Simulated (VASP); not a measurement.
# Sc (Fm-3m) in VASP: single point with PBE

Aim: the single point of Sc with PBE.

All numbers are computed with VASP 6.6.1; they aren't measurements. Logs are shortened: lines on timing, memory, paths and dates and some standing lists are left out, and cuts for length are marked.

### 1 The cell of the first run

It takes space group Fm-3m (No. 225, cubic). Conventional cell: a = 4.617 Å, b = 4.617 Å, c = 4.617 Å, α = 90.00°, β = 90.00°, γ = 90.00°. Sc (site symmetry m-3m) has 12 Sc at 3.26 Å within 4.3 Å.

This isn't the form of Sc at room conditions, which is hcp.

### 2 Single point, PBE

Contents of INCAR:

```
SYSTEM = Sc
PREC     = Accurate       ! precision mode
ENCUT    = 520            ! plane-wave cutoff, eV
EDIFF    = 1E-6           ! SCF threshold, eV
ISMEAR   = 0              ! smearing method
SIGMA    = 0.1            ! smearing width, eV
LREAL    = .FALSE.        ! projectors in reciprocal space
LASPH    = .TRUE.         ! aspherical terms in the spheres
NELM     = 60             ! most SCF steps
ALGO     = Fast           ! electronic algorithm
ISIF     = 2              ! what is computed and relaxed
LWAVE    = .FALSE.        ! write WAVECAR
LCHARG   = .FALSE.        ! write CHGCAR
GGA      = PE             ! functional
NBANDS   = 42             ! bands
```

Contents of KPOINTS:

```
regular mesh
0
G
  8 8 6
  0 0 0
```

Contents of POSCAR:

```
Sc
1.0
    4.6173431851      2.3086715925     -2.3086715925
    2.3086715925      4.6173431851      2.3086715925
    4.6173431851     -2.3086715925      2.3086715925
Sc
6
Direct
    0.5000000000      0.0000000000      0.5000000000
    0.8333333333      0.3333333333      0.5000000000
    0.0000000000      0.0000000000      0.0000000000
    0.3333333333      0.3333333333      0.0000000000
    0.6666666667      0.6666666667      0.0000000000
    0.1666666667      0.6666666667      0.5000000000
```

Potentials or basis: VASP PAW PBE potentials, release 64 (Sc_sv).

Started as:

```
$ cat potpaw_PBE.64/Sc_sv/POTCAR > POTCAR
$ mpirun -np 1 vasp_std > vasp.out
```

OUTCAR:

```text
SYSTEM = Sc
   PREC = Accurate
   ENCUT = 520
   EDIFF = 1E-6
   ISMEAR = 0
   LREAL = .FALSE.
   LASPH = .TRUE.
   NELM = 60
   ISIF = 2
   GGA = PE

 ion  position               nearest neighbor table
   1  0.500  0.000  0.500-   2 3.26   6 3.26   4 3.26   5 3.26   3 3.26   3 3.26   5 3.26   4 3.26
                             6 3.26   2 3.26   2 3.26   6 3.26
   2  0.833  0.333  0.500-   1 3.26   6 3.26   6 3.26   3 3.26   4 3.26   4 3.26   5 3.26   3 3.26
                             1 3.26   1 3.26   5 3.26   6 3.26
   3  0.000  0.000  0.000-   4 3.26   5 3.26   2 3.26   6 3.26   1 3.26   1 3.26   6 3.26   2 3.26
                             5 3.26   4 3.26   5 3.26   4 3.26
   4  0.333  0.333  0.000-   3 3.26   5 3.26   5 3.26   1 3.26   2 3.26   2 3.26   6 3.26   1 3.26
                             3 3.26   3 3.26   6 3.26   5 3.26
   5  0.667  0.667  0.000-   4 3.26   4 3.26   3 3.26   1 3.26   6 3.26   6 3.26   2 3.26   1 3.26
                             3 3.26   3 3.26   2 3.26   4 3.26
   6  0.167  0.667  0.500-   2 3.26   2 3.26   1 3.26   3 3.26   5 3.26   5 3.26   4 3.26   3 3.26
                             1 3.26   1 3.26   4 3.26   2 3.26

  LATTYP: Found a base centered monoclinic cell.
 ALAT       =     5.6550673854
 B/A-ratio  =     1.7320508076
 C/A-ratio  =     1.0000000000
 COS(beta)  =    -0.3333333334

  Lattice vectors:

 A1 = (  -2.3086715926,   2.3086715926,   4.6173431850)
 A2 = (  -2.3086715925,  -4.6173431851,  -2.3086715925)
 A3 = (   4.6173431851,  -2.3086715925,   2.3086715925)

Analysis of symmetry for initial positions (statically):
=====================================================================
 Subroutine PRICEL returns following result:

  LATTYP: Found a face centered cubic cell.
 ALAT       =     4.6173431860

  Lattice vectors:

 A1 = (  -2.3086715930,  -2.3086715930,   0.0000000000)
 A2 = (  -2.3086715923,   0.0000000002,  -2.3086715925)
 A3 = (   0.0000000005,  -2.3086715921,  -2.3086715925)

   6 primitive cells build up your supercell.

 Routine SETGRP: Setting up the symmetry group for a
 base centered monoclinic supercell.

 Subroutine GETGRP returns: Found  4 space group operations
 (whereof  4 operations were pure point group operations)
 out of a pool of  4 trial point group operations.

The static configuration has the point symmetry C_2h.

Analysis of symmetry for dynamics (positions and initial velocities):
=====================================================================
 Subroutine PRICEL returns following result:

  LATTYP: Found a face centered cubic cell.
 ALAT       =     4.6173431860

  Lattice vectors:

 A1 = (  -2.3086715930,  -2.3086715930,   0.0000000000)
 A2 = (  -2.3086715923,   0.0000000002,  -2.3086715925)
 A3 = (   0.0000000005,  -2.3086715921,  -2.3086715925)

   6 primitive cells build up your supercell.

 Routine SETGRP: Setting up the symmetry group for a
 base centered monoclinic supercell.

 Subroutine GETGRP returns: Found  4 space group operations
 (whereof  4 operations were pure point group operations)
 out of a pool of  4 trial point group operations.

The dynamic configuration has the point symmetry C_2h.

 Subroutine INISYM returns: Found  4 space group operations
 (whereof  4 operations are pure point group operations),
 and found     6 'primitive' translations

----------------------------------------------------------------------------------------

                                     Primitive cell

  volume of cell :      24.6103

  direct lattice vectors                    reciprocal lattice vectors
    -2.308671593 -2.308671593  0.000000000    -0.216574762 -0.216574762  0.216574762
    -2.308671592  0.000000000 -2.308671593    -0.216574762  0.216574762 -0.216574762
     0.000000000 -2.308671592 -2.308671593     0.216574762 -0.216574762 -0.216574762

  length of vectors
     3.264954678  3.264954677  3.264954677     0.375118491  0.375118491  0.375118491

  position of ions in fractional coordinates (direct lattice)
     0.000000000  0.000000000  0.000000000

  ion indices of the primitive-cell ions
   primitive index   ion index
                 1           1

----------------------------------------------------------------------------------------

 KPOINTS: regular mesh

Automatic generation of k-mesh.
 Grid dimensions read from file:
 generate k-points for:    8    8    6

 Generating k-lattice:

  Cartesian coordinates                     Fractional coordinates (reciprocal lattice)
     0.013535923  0.004511974 -0.022559871     0.125000000  0.000000000  0.000000000
     0.000000000  0.018047897  0.018047897     0.000000000  0.125000000  0.000000000
     0.018047897 -0.018047897  0.018047897     0.000000000 -0.000000000  0.166666667

  Length of vectors
     0.026693199  0.025523580  0.031259874

  Shift w.r.t. Gamma in fractional coordinates (k-lattice)
     0.000000000  0.000000000  0.000000000

 Subroutine IBZKPT returns following result:
 ===========================================

 Found    114 irreducible k-points:

 Following reciprocal coordinates:
            Coordinates               Weight
  0.000000  0.000000  0.000000      1.000000
  0.125000  0.000000  0.000000      4.000000
  0.250000  0.000000  0.000000      4.000000
  0.375000 -0.000000 -0.000000      4.000000
  0.500000  0.000000  0.000000      2.000000
  0.000000  0.125000  0.000000      2.000000
[... 16 lines left out ...]
  0.125000  0.000000  0.166667      4.000000
  0.250000  0.000000  0.166667      4.000000
 [... further k-points ...]
   k-points           NKPTS =    114   k-points in BZ     NKDIM =    114   number of bands    NBANDS=     42
   number of dos      NEDOS =    301   number of ions     NIONS =      6
   total plane-waves  NPLWV =  74088
   dimension x,y,z NGX =    42 NGY =   42 NGZ =   42
   dimension x,y,z NGXF=    84 NGYF=   84 NGZF=   84
   ions per type =               6
   NGX,Y,Z   is equivalent  to a cutoff of  12.35, 12.35, 12.35 a.u.
   NGXF,Y,Z  is equivalent  to a cutoff of  24.69, 24.69, 24.69 a.u.
 SYSTEM =  Sc
   PREC   = accura    normal or accurate (medium, high low for compatibility)
   ISTART =      0    job   : 0-new  1-cont  2-samecut
   ICHARG =      2    charge: 1-file 2-atom 10-const
   ISPIN  =      1    spin polarized calculation?
   LNONCOLLINEAR =      F non collinear calculations
   LSORBIT =      F    spin-orbit coupling
   LASPH  =      T    aspherical Exc in radial PAW
   ENCUT  =  520.0 eV  38.22 Ry    6.18 a.u.  10.51 10.51 10.51*2*pi/ulx,y,z
   NELM   =     60;   NELMIN=  2; NELMDL= -5     # of ELM steps
   EDIFF  = 0.1E-05   stopping-criterion for ELM
   LREAL  =      F    real-space projection
   EDIFFG = 0.1E-04   stopping-criterion for IOM
   NSW    =      0    number of steps for IOM
   IBRION =     -1    ionic relax: 0-MD 1-quasi-New 2-CG
   NFREE  =      0    steps in history (QN), initial steepest desc. (CG)
   ISIF   =      2    stress and relaxation
   ISYM   =      2    0-nonsym 1-usesym 2-fastsym
   POTIM  = 0.5000    time-step for ionic-motion
   TEBEG  =    0.0;   TEEND  =   0.0 temperature during run
   PSTRESS=    0.0 pullay stress
   NELECT =      66.0000    total number of electrons
   NUPDOWN=      -1.0000    fix difference up-down
   EMIN   =  10.00;   EMAX   =-10.00  energy-range for DOS
   EFERMI =   0.00;   METHOD = LEGACY
   ISMEAR =     0;   SIGMA  =   0.10  broadening in eV -4-tet -1-fermi 0-gaus
   EFERMI_NEDOS =   21; number of points for ismear=-14 and -15
   IALGO  =     68    algorithm
   IMIX   =      4    mixing-type and parameters
     AMIX     =   0.40;   BMIX     =  1.00
     AMIX_MAG =   1.60;   BMIX_MAG =  1.00
  volume/ion in A,a.u.               =      24.61       166.08
  Fermi-wavevector in a.u.,A,eV,Ry     =   1.251700  2.365370 21.316966  1.566753
  Thomas-Fermi vector in A             =   2.385635
   LORBIT       =      0    0 simple, 1 ext, 2 COOP (PROOUT), +10 PAW based schemes
   GGA     = PE    functional components
   LHFCALC =     F    Hartree Fock is set to
   AEXX    =    0.0000 exact exchange contribution
   IVDW    =     0    specifies the selected vdW correction
   LEPSILON=     F    determine dielectric tensor
   LRPA    =     F    only Hartree local field effects (RPA)
 non-spin polarized calculation
 RMM-DIIS sequential band-by-band and
 Gauss-broadening in eV      SIGMA  =   0.10
  energy-cutoff  :      520.00
  volume of cell :      147.66
 maximum number of plane-waves:      4017
   NGX = 21   NGY = 21   NGZ = 21

 number of electron      66.0000003 magnetization

 Free energy of the ion-electron system (eV)
  ---------------------------------------------------
  ext. energy  EPLUGINS =         0.00000000
  ---------------------------------------------------
  free energy    TOTEN  =       -37.23735996 eV

  energy without entropy =      -37.17931627  energy(sigma->0) =      -37.20833811

 E-fermi :   3.7518     XC(G=0):  -9.8814

 val. band max:        3.7495258056   @ k =   0.2500   0.1250   0.0000
 cond. band min:       3.7561367663   @ k =  -0.1250  -0.0000   0.3333
 fundamental gap:      0.0066109607
 Fermi energy:         3.7517828835

 k-point     1 :       0.0000    0.0000    0.0000
  band No.  band energies     occupation
      1     -45.6835      2.00000
      2     -45.6240      2.00000
      3     -45.6094      2.00000
      4     -45.6094      2.00000
      5     -45.6094      2.00000
      6     -45.6094      2.00000
[... 34 lines left out ...]
     41       5.3041      0.00000
     42       5.3554      0.00000

 k-point     2 :       0.1250    0.0000    0.0000
  band No.  band energies     occupation
      1     -45.6806      2.00000
      2     -45.6229      2.00000
      3     -45.6134      2.00000
      4     -45.6118      2.00000
      5     -45.6087      2.00000
      6     -45.6077      2.00000
[... 34 lines left out ...]
     41       5.2380      0.00000
     42       5.3515      0.00000

 k-point     3 :       0.2500    0.0000    0.0000
  band No.  band energies     occupation
      1     -45.6724      2.00000
      2     -45.6213      2.00000
      3     -45.6201      2.00000
      4     -45.6139      2.00000
      5     -45.6102      2.00000
      6     -45.6074      2.00000
[... 897 lines left out ...]
      4     -45.6111      2.00000
      5     -45.6099      2.00000
      6     -45.6070      2.00000
[... 34 lines left out ...]
     41       5.2512      0.00000
     42       5.4073      0.00000

 k-point    24 :       0.2500    0.0000    0.1667
  band No.  band energies     occupation
      1     -45.6724      2.00000
      2     -45.6201      2.00000
      3     -45.6171      2.00000
      4     -45.6169      2.00000
      5     -45.6118      2.00000
      6     -45.6070      2.00000
[... 34 lines left out ...]
     41       5.0084      0.00000
     42       5.5254      0.00000

 [... further k-points ...]
[... 5 lines left out ...]
  --------------------------------------------------------------------------------------
  -------------------------------------------------------------------------------------
  Total        0.0875913      0.1148036      0.1148036     -0.0096546     -0.0249677      0.0096546
  in kB        0.9503942      1.2456566      1.2456566     -0.1047554     -0.2709073      0.1047557
  external PRESSURE =       1.1472358 kB  Pullay stress =       0.0000000 kB

 VOLUME and BASIS-vectors are now :
 -----------------------------------------------------------------------------
  energy-cutoff  :      520.00
  volume of cell :      147.66
      direct lattice vectors                 reciprocal lattice vectors
     4.617343185  2.308671593 -2.308671593     0.108287381  0.036095794 -0.180478968
     2.308671593  4.617343185  2.308671593     0.000000000  0.144383174  0.144383174
     4.617343185 -2.308671593  2.308671593     0.108287381 -0.108287381  0.108287381

 POSITION                                       TOTAL-FORCE (eV/Angst)
 -----------------------------------------------------------------------------------
      4.61734      0.00000      0.00000        -0.000000     -0.000000      0.000000
      6.92601      2.30867      0.00000         0.000000      0.000000     -0.000000
      0.00000      0.00000      0.00000         0.000000     -0.000000      0.000000
      2.30867      2.30867      0.00000        -0.000000     -0.000000     -0.000000
      4.61734      4.61734      0.00000         0.000000      0.000000     -0.000000
      4.61734      2.30867      2.30867        -0.000000      0.000000     -0.000000
 -----------------------------------------------------------------------------------
    total drift:                               -0.000000      0.000000     -0.000000

  FREE ENERGIE OF THE ION-ELECTRON SYSTEM (eV)
  ---------------------------------------------------
  free  energy   TOTEN  =       -37.2373599597 eV

  energy  without entropy=      -37.1793162687  energy(sigma->0) =      -37.20833811
```

Wall time 13 min (1 thread of Intel Xeon Platinum 8488C (Sapphire Rapids), shared host); peak memory 0.6 GiB.

Results:

```yaml
Free_energy: -37.2374 eV
Pressure: 0.1 GPa
Band_gap_on_the_k_mesh: zero (bands 33 and 34 overlap by 0.54 eV)
```
